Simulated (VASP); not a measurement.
GaN (lda), 2 atoms in the cell. Symmetry: F-43m, No. 216, cubic system. Conventional cell: a = 4.455 Å, b = 4.455 Å, c = 4.455 Å, α = 90.00°, β = 90.00°, γ = 90.00°. Ga (site symmetry -43m) has 4 N at 1.93 Å within 2.6 Å. Within 2.6 Å of N (site symmetry -43m) lie 4 Ga at 1.93 Å. 

| Item | Value |
| --- | --- |
| Program | VASP 6.6.1 |
| Task | single point |
| Functional | LDA |
| Potentials or basis | VASP PAW LDA potentials, release 64 (Ga_d, N) |
| Cutoff | 600 eV |
| k mesh | 10 × 10 × 10 |
| Occupations | gaussian, width 0.02 eV |
| Spin | no spin polarisation |
| Dipole correction | no |
| Further INCAR settings | ALGO = Normal; EDIFF = 1e-06; NBANDS = 16 |

Potentials or basis: VASP PAW LDA potentials, release 64 (Ga_d, N).

Command:

```bash
$ cat potpaw_LDA.64/Ga_d/POTCAR potpaw_LDA.64/N/POTCAR > POTCAR
$ mpirun -np 1 vasp_std > vasp.out
```

Hardware: 1 thread of Intel Xeon 8259CL (shared host).

**Question.** Estimate the wall time of this run.

**Answer.** It took 42 s on 1 thread of Intel Xeon 8259CL, on a shared host, peak memory 0.15 GiB. Counts: scf iterations 13, k points 47.
